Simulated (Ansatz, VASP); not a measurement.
One calculation of EuO, two programs

```
Eu O
1.0
     0.00000    2.57195    2.57195
     2.57195    0.00000    2.57195
     2.57195    2.57195    0.00000
Eu O
1 1
Direct
  0.00000 0.00000 0.00000
  0.50000 0.50000 0.50000
```

Alike in both runs: task relaxation of cell and atoms; functional PBE; k mesh 14 × 14 × 14; occupations gaussian, width 0.1 eV; collinear spin.

```csv
,VASP,Ansatz
version,VASP 6.6.1,Ansatz 0.2.0
potentials or method,"VASP PAW PBE potentials, release 64 (Eu, O), cutoff 600 eV","scalar-relativistic, plane waves, PAW"
valence electrons in the cell,23,23
```

|  | VASP | Ansatz | Ansatz less VASP |
| --- | --- | --- | --- |
| gap on the k mesh at the Fermi level, each at its own relaxed structure (eV) | none | none | - |
| net moment per atom (μB) | 3.47 | 3.47 | +0.004 |
| size of the moment on the site where the two differ most (μB) | 0.10 | 0.08 | -0.018 |
| relaxed volume (Å³/atom) | 16.14 | 16.21 | +0.063 |
| relaxed cell length with the largest relative difference (Å) | 3.574 | 3.579 | +0.0046 |

Site moments also hang on the region over which each program counts them. A gap of «none» marks a metal or a gap that the smearing closes. Ansatz's warnings: given moment on shells.

Spin-orbit coupling is off throughout.
